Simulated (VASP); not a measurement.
B:

```
CELL_PARAMETERS angstrom
4.27985 -2.56564 0.00000
4.27985 2.56564 0.00000
0.00000 0.00000 4.61054
ATOMIC_POSITIONS crystal
B 0.01373 0.33156 0.43717
B 0.33156 0.01373 0.56283
B 0.66844 0.98627 0.06283
B 0.98627 0.66844 0.93717
B 0.98627 0.66844 0.56283
B 0.66844 0.98627 0.43717
B 0.33156 0.01373 0.93717
B 0.01373 0.33156 0.06283
B 0.15872 0.84128 0.43721
B 0.84128 0.15872 0.56279
B 0.15872 0.84128 0.06279
B 0.84128 0.15872 0.93721
```

The cell was built from a structure type or drawn by symmetry, and may not be a known phase.

| Item | Value |
| --- | --- |
| Program | VASP 6.6.1 |
| Task | relaxation of cell and atoms |
| Functional | PBE |
| Potentials or basis | VASP PAW PBE potentials, release 64 (B) |
| Cutoff | 600 eV |
| k mesh | 4 × 4 × 4 |
| Occupations | gaussian, width 0.1 eV |
| Spin | no spin polarisation |

At the start: pressure 25.8 GPa; volume 8.44 Å³/atom.

How do energy, volume and symmetry change on relaxing?

Over 56 steps the energy falls by 491.1 meV/atom and the volume is 8.53 Å³/atom (+1.1 %); space group Cmcm (No. 63, to 0.1 Å) before and after.

Step by step:
```
step  energy change (eV)  largest force (eV/Å)  pressure (GPa)  volume (Å³)
   1              0.0000                2.5941           25.83       101.25
   3             -1.6259                0.5316            0.56       112.90
   5             -1.8643                0.5794           -2.87       115.40
   7             -2.4151                0.9412            7.29       108.01
   9             -2.4698                0.8832            8.47       107.26
  11             -2.4896                0.8914            9.36       106.75
  13             -2.6164                0.9346           10.62       105.77
  15             -2.8343                2.7550           16.12       101.80
  17             -3.1228                1.9110           13.51       102.76
  19             -3.8897                2.7834            8.25       101.50
  21             -4.7986                0.6260          -11.26       102.30
  23             -5.0127                0.8607           -6.17       102.15
  25             -5.1428                0.7304           -2.67       100.40
  27             -5.1789                0.8701            0.51        98.95
  29             -5.3698                0.5700            2.92        96.94
  31             -5.4532                0.9579            6.17        94.75
  33             -5.5884                0.6114            2.12        95.95
  35             -5.7572                0.7301           -0.17        98.72
  37             -5.8347                0.3444            1.46        98.76
  39             -5.8500                0.1635            1.18        99.49
  41             -5.8577                0.0705           -0.09       100.55
  43             -5.8618                0.1284           -0.33       100.89
  45             -5.8657                0.0650           -0.09       100.92
  47             -5.8691                0.2165            0.32       100.98
  49             -5.8761                0.2001            0.62       101.13
  51             -5.8852                0.1225            0.69       101.55
  53             -5.8904                0.0849           -0.10       102.10
  55             -5.8928                0.0423           -0.10       102.32
  56             -5.8930                0.0311            0.00       102.33
```

Final structure:
```yaml
crystal:
  lattice:
    - [3.59774, -2.51502, 0.00000]
    - [3.59774, 2.51502, 0.00000]
    - [0.00000, 0.00000, 5.65459]
  atoms:
    - { symbol: B, position: [0.00243, 0.35256, 0.39986] }
    - { symbol: B, position: [0.35256, 0.00243, 0.60014] }
    - { symbol: B, position: [0.64744, 0.99757, 0.10014] }
    - { symbol: B, position: [0.99757, 0.64744, 0.89986] }
    - { symbol: B, position: [0.99757, 0.64744, 0.60014] }
    - { symbol: B, position: [0.64744, 0.99757, 0.39986] }
    - { symbol: B, position: [0.35256, 0.00243, 0.89986] }
    - { symbol: B, position: [0.00243, 0.35256, 0.10014] }
    - { symbol: B, position: [0.12111, 0.87889, 0.39502] }
    - { symbol: B, position: [0.87889, 0.12111, 0.60498] }
    - { symbol: B, position: [0.12111, 0.87889, 0.10498] }
    - { symbol: B, position: [0.87889, 0.12111, 0.89502] }
```

Caveat: a cell axis changed by over 15 % at a fixed basis, so the end point is rough.
